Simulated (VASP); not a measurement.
# Na: single point with PBEsol

Na:

```
Na
1.0
     3.65399    0.00000    0.00000
    -1.82700    3.16445    0.00000
     0.00000    0.00000    6.15400
Na
2
Direct
  0.33333 0.66667 0.25000
  0.66667 0.33333 0.75000
```

This cell differs from its parent crystal: equal xx and yy strain of -3 %.

```
Program                : VASP 6.6.1
Task                   : single point
Functional             : PBEsol
Potentials or basis    : VASP PAW PBE potentials, release 64 (Na_pv)
Cutoff                 : 520 eV
k mesh                 : 13 × 13 × 7
Occupations            : fermi-dirac, width 0.05 eV
Spin                   : no spin polarisation
Dipole correction      : no
Further INCAR settings : ALGO = Normal; EDIFF = 1e-07; NBANDS = 14
```

* Pressure: 0.2 GPa
* Band gap on the k mesh: zero (band 7 reaches 1.94 eV, above the bottom of band 8 at -1.62 eV)

Stress tensor (GPa, compression positive):
```
0.27 0.00 0.00
0.00 0.27 0.00
0.00 0.00 0.02
```

Levels at points of the mesh, in eV from the Fermi level:
```tsv
k point	band 5	band 6	band 7	band 8	band 9	band 10
(0.00, 0.00, 0.00)	-24.75	-24.75	-3.37	0.41	0.82	10.47
```

Run time: 35 s on 1 thread of Intel(R) Xeon(R) Platinum 8488C (Sapphire Rapids), on a shared host, peak memory 0.21 GiB.

Caveat: the cell differs from its parent crystal (equal xx and yy strain of -3 %); the PAW data sets were made with another functional, which shifts forces and pressure a little.
